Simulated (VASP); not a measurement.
Write the native input for VASP 6.6.1 that does the following.

```
Task                   : single point
Functional             : r2SCAN
Potentials or basis    : VASP PAW PBE potentials, release 64 (Na_pv, Al)
Cutoff                 : 550 eV
k mesh                 : 1 × 1 × 1
Occupations            : gaussian, width 0.1 eV
Spin                   : no spin polarisation
Dipole correction      : no
Further INCAR settings : ALGO = Normal; EDIFF = 1e-06; NBANDS = 16
```

The system is NaAl3.

```xyz
4
Lattice="-2.1877 2.1877 3.9802 2.1877 -2.1877 3.9802 2.1877 2.1877 -3.9802" Properties=species:S:1:pos:R:3 pbc="T T T"
Na    0.0000    0.0000    0.0000
Al    0.0000    2.1877    1.9901
Al    2.1877    0.0000    1.9901
Al    0.0000    0.0000    3.9802
```

One way to write it, as run:

POSCAR

```
NaAl3
1.0
   -2.1877210000      2.1877210000      3.9802060000
    2.1877210000     -2.1877210000      3.9802060000
    2.1877210000      2.1877210000     -3.9802060000
Na Al
1 3
Direct
    0.0000000000      0.0000000000      0.0000000000
    0.7500000000      0.2500000000      0.5000000000
    0.2500000000      0.7500000000      0.5000000000
    0.5000000000      0.5000000000      0.0000000000
```

INCAR.step1

```
SYSTEM = NaAl3
PREC = Accurate
ENCUT = 550
ISMEAR = 0
SIGMA = 0.1
LREAL = .False.
LASPH = .True.
NELM = 120
NBANDS = 16
GGA = PE
ALGO = Normal
EDIFF = 1E-5
LWAVE = .True.
LCHARG = .False.
GGA_COMPAT = .False.
```

INCAR.step2

```
SYSTEM = NaAl3
PREC = Accurate
ENCUT = 550
EDIFF = 1E-6
ISMEAR = 0
SIGMA = 0.1
LREAL = .False.
LASPH = .True.
NELM = 120
ALGO = Normal
ISIF = 2
LWAVE = .False.
LCHARG = .False.
METAGGA = R2SCAN
LMIXTAU = .True.
NBANDS = 16
ISTART = 1
GGA_COMPAT = .False.
```

KPOINTS

```
Automatic mesh
0
Gamma
  1 1 1
  0 0 0
```

Potentials or basis: VASP PAW PBE potentials, release 64 (Na_pv, Al).

Command:

```bash
$ cat potpaw_PBE.64/Na_pv/POTCAR potpaw_PBE.64/Al/POTCAR > POTCAR
$ cp INCAR.step1 INCAR
$ mpirun -np 1 vasp_gam > vasp.out
$ cp INCAR.step2 INCAR
$ mpirun -np 1 vasp_gam > vasp.out
```

It gave:

```yaml
Pressure: 6.8 GPa
```

Caveat: the k points lie up to 1.64 Å⁻¹ apart; the PAW data sets were made with another functional, which shifts forces and pressure a little.

Wall time 23 s on 1 thread of Intel(R) Xeon(R) Platinum 8375C CPU @ 2.90GHz (Ice Lake), on a shared host, peak memory 0.23 GiB.
